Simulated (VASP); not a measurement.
# Zn (P6_3/mmc) in VASP: a series of runs, part 2 of 3

VASP 6.6.1. Earlier steps stand in the parts before.

## (3) Electric field gradients, PBEsol (14.13 Å³/atom)

This run uses another cell than the first one, of 14.13 Å³/atom.

INCAR

```
PREC = Accurate ; ENCUT = 520
EDIFF = 1E-8 ; ISMEAR = -1
SIGMA = 0.03 ; LREAL = False
LASPH = True ; NELM = 60
ALGO = Normal ; ISIF = 2
LWAVE = False ; LCHARG = False
GGA = PS ; LEFG = True
NBANDS = 19
```

KPOINTS

```
Automatic mesh
0
Gamma
  18 18 9
```

POSCAR

```
Zn
1.0
    2.5968132337      0.0000000000      0.0000000000
   -1.2984066169      2.2489062293      0.0000000000
    0.0000000000      0.0000000000      4.8404542559
Zn
2
Direct
    0.3333333333      0.6666666667      0.2500000000
    0.6666666667      0.3333333333      0.7500000000
```

Potentials or basis: VASP PAW PBE potentials, release 64 (Zn).

Launch:

```
$ cat potpaw_PBE.64/Zn/POTCAR > POTCAR
$ mpirun -np 1 vasp_std > vasp.out
```

OUTCAR:

```text
PREC = Accurate
   ENCUT = 520
   EDIFF = 1E-8
   ISMEAR = -1
   LREAL = False
   LASPH = True
   NELM = 60
   ISIF = 2
   GGA = PS

 ion  position               nearest neighbor table
   1  0.333  0.667  0.250-   2 2.85   2 2.85   2 2.85   2 2.85   2 2.85   2 2.85
   2  0.667  0.333  0.750-   1 2.85   1 2.85   1 2.85   1 2.85   1 2.85   1 2.85

  LATTYP: Found a hexagonal cell.
 ALAT       =     2.5968132337
 C/A-ratio  =     1.8639978390

  Lattice vectors:

 A1 = (   2.5968132337,   0.0000000000,   0.0000000000)
 A2 = (  -1.2984066169,   2.2489062293,   0.0000000000)
 A3 = (   0.0000000000,   0.0000000000,   4.8404542559)

Analysis of symmetry for initial positions (statically):
=====================================================================
 Subroutine PRICEL returns:
 Original cell was already a primitive cell.

 Routine SETGRP: Setting up the symmetry group for a
 hexagonal supercell.

 Subroutine GETGRP returns: Found 24 space group operations
 (whereof 12 operations were pure point group operations)
 out of a pool of 24 trial point group operations.

The static configuration has the point symmetry D_3d.
 The point group associated with its full space group is D_6h.

Analysis of symmetry for dynamics (positions and initial velocities):
=====================================================================
 Subroutine PRICEL returns:
 Original cell was already a primitive cell.

 Routine SETGRP: Setting up the symmetry group for a
 hexagonal supercell.

 Subroutine GETGRP returns: Found 24 space group operations
 (whereof 12 operations were pure point group operations)
 out of a pool of 24 trial point group operations.

The dynamic configuration has the point symmetry D_3d.
 The point group associated with its full space group is D_6h.

 Subroutine INISYM returns: Found 24 space group operations
 (whereof 12 operations are pure point group operations),
 and found     1 'primitive' translations

----------------------------------------------------------------------------------------

                                     Primitive cell

  volume of cell :      28.2682

  direct lattice vectors                    reciprocal lattice vectors
     2.596813234  0.000000000  0.000000000     0.385087378  0.222330302  0.000000000
    -1.298406617  2.248906229  0.000000000     0.000000000  0.444660603  0.000000000
     0.000000000  0.000000000  4.840454256     0.000000000  0.000000000  0.206592181

  length of vectors
     2.596813234  2.596813234  4.840454256     0.444660603  0.444660603  0.206592181

  position of ions in fractional coordinates (direct lattice)
     0.333333333  0.666666667  0.250000000
     0.666666667  0.333333333  0.750000000

  ion indices of the primitive-cell ions
   primitive index   ion index
                 1           1
                 2           2

----------------------------------------------------------------------------------------

 KPOINTS: Automatic mesh
[... 74 lines left out ...]
   ISIF   =      2    stress and relaxation
   ISYM   =      2    0-nonsym 1-usesym 2-fastsym
   POTIM  = 0.5000    time-step for ionic-motion
   TEBEG  =    0.0;   TEEND  =   0.0 temperature during run
   PSTRESS=    0.0 pullay stress
   NELECT =      24.0000    total number of electrons
   NUPDOWN=      -1.0000    fix difference up-down
   EMIN   =  10.00;   EMAX   =-10.00  energy-range for DOS
   EFERMI =   0.00;   METHOD = LEGACY
   ISMEAR =    -1;   SIGMA  =   0.03  broadening in eV -4-tet -1-fermi 0-gaus
   EFERMI_NEDOS =   21; number of points for ismear=-14 and -15
   IALGO  =     38    algorithm
   IMIX   =      4    mixing-type and parameters
     AMIX     =   0.40;   BMIX     =  1.00
     AMIX_MAG =   1.60;   BMIX_MAG =  1.00
  volume/ion in A,a.u.               =      14.13        95.38
  Fermi-wavevector in a.u.,A,eV,Ry     =   1.550169  2.929396 32.695146  2.403025
  Thomas-Fermi vector in A             =   2.654871
   LORBIT       =      0    0 simple, 1 ext, 2 COOP (PROOUT), +10 PAW based schemes
   GGA     = PS    functional components
   LHFCALC =     F    Hartree Fock is set to
   AEXX    =    0.0000 exact exchange contribution
   IVDW    =     0    specifies the selected vdW correction
   LEPSILON=     F    determine dielectric tensor
   LRPA    =     F    only Hartree local field effects (RPA)
 non-spin polarized calculation
  energy-cutoff  :      520.00
  volume of cell :       28.27
 maximum number of plane-waves:       774
 NGX is ok and might be reduce to    20
   NGX =  9   NGY =  9   NGZ = 19

 number of electron      24.0000024 magnetization

 Free energy of the ion-electron system (eV)
  ---------------------------------------------------
  ext. energy  EPLUGINS =         0.00000000
  ---------------------------------------------------
  free energy    TOTEN  =        -3.17123573 eV

  energy without entropy =       -3.17017429  energy(sigma->0) =       -3.17070501

 E-fermi :   3.6099     XC(G=0): -12.0904

 val. band max:        3.5703727701   @ k =   0.3333   0.3333   0.0000
 cond. band min:       3.6312120711   @ k =   0.3333   0.3333   0.1111
 fundamental gap:      0.0608393010
 Fermi energy:         3.6098573582

 k-point     1 :       0.0000    0.0000    0.0000
  band No.  band energies     occupation
      1      -7.5418      2.00000
      2      -5.4768      2.00000
      3      -4.6468      2.00000
      4      -4.3804      2.00000
      5      -4.3804      2.00000
      6      -4.3231      2.00000
[... 505 lines left out ...]
      6      -4.2214      2.00000
[... 11 lines left out ...]
     18      17.2258      0.00000
     19      18.3789      0.00000

 [... further k-points ...]

------------------------ aborting loop because EDIFF is reached ----------------------------------------

  FORCE on cell =-STRESS in cart. coord.  units (eV):
  Direction    XX          YY          ZZ          XY          YZ          ZX
  --------------------------------------------------------------------------------------
  -------------------------------------------------------------------------------------
  Total        0.0733707      0.0733707      0.3588916     -0.0000000      0.0000000      0.0000000
  in kB        4.1584863      4.1584863     20.3411613     -0.0000000      0.0000000      0.0000000
  external PRESSURE =       9.5527113 kB  Pullay stress =       0.0000000 kB

 VOLUME and BASIS-vectors are now :
 -----------------------------------------------------------------------------
  energy-cutoff  :      520.00
  volume of cell :       28.27
      direct lattice vectors                 reciprocal lattice vectors
     2.596813234  0.000000000  0.000000000     0.385087378  0.222330302  0.000000000
    -1.298406617  2.248906229  0.000000000     0.000000000  0.444660603  0.000000000
     0.000000000  0.000000000  4.840454256     0.000000000  0.000000000  0.206592181

 POSITION                                       TOTAL-FORCE (eV/Angst)
 -----------------------------------------------------------------------------------
     -0.00000      1.49927      1.21011        -0.000000      0.000000      0.000000
      1.29841      0.74964      3.63034         0.000000      0.000000      0.000000
 -----------------------------------------------------------------------------------
    total drift:                               -0.000000      0.000000      0.000000

  FREE ENERGIE OF THE ION-ELECTRON SYSTEM (eV)
  ---------------------------------------------------
  free  energy   TOTEN  =        -3.1712357332 eV

  energy  without entropy=       -3.1701742931  energy(sigma->0) =       -3.17070501

 Electric field gradients (V/A^2)
---------------------------------------------------------------------
 ion       V_xx      V_yy      V_zz      V_xy      V_xz      V_yz
---------------------------------------------------------------------
   1     -19.123   -19.126    38.249    -0.002     0.000    -0.000
   2     -19.123   -19.126    38.249    -0.002    -0.000     0.000
---------------------------------------------------------------------

 Electric field gradients after diagonalization (V/A^2)
 (convention: |V_zz| > |V_xx| > |V_yy|)
----------------------------------------------------------------------
 ion       V_xx      V_yy      V_zz     asymmetry (V_yy - V_xx)/ V_zz
----------------------------------------------------------------------
   1     -19.127   -19.122    38.249       0.000
   2     -19.127   -19.122    38.249       0.000
----------------------------------------------------------------------

           NMR quadrupolar parameters

 Cq : quadrupolar parameter    Cq=e*Q*V_zz/h
 eta: asymmetry parameters     (V_yy - V_xx)/ V_zz
 Q  : nuclear electric quadrupole moment in mb (millibarn)
----------------------------------------------------------------------
 ion       Cq(MHz)       eta       Q (mb)
----------------------------------------------------------------------
   1       0.092       0.000       1.000
   2       0.092       0.000       1.000
----------------------------------------------------------------------
```

Wall time 2.6 min (1 thread of AMD EPYC 7R13, shared host); peak memory 0.17 GiB.

What came out:

```yaml
Free_energy: -3.1712 eV
Pressure: 1.0 GPa
Band_gap_on_the_k_mesh: zero (bands 12 and 13 overlap by 4.71 eV)
Largest_electric_field_gradient_by_atom: Zn +38.2 V/Å²
```

Stress tensor (GPa, compression positive):
```
0.42 0.00 0.00
0.00 0.42 0.00
0.00 0.00 2.03
```

Electric field gradients, principal values (V/Å²):
```tsv
atom	least	middle	greatest (by size)
1 Zn	-19.122	-19.127	38.249
2 Zn	-19.122	-19.127	38.249
```

Caveat: without QUAD_EFG the Cq values of the log hold for a quadrupole moment of 1 mb, not for the nuclei; the PAW data sets were made with another functional, which shifts forces and pressure a little.

[end of part 2 of 3]
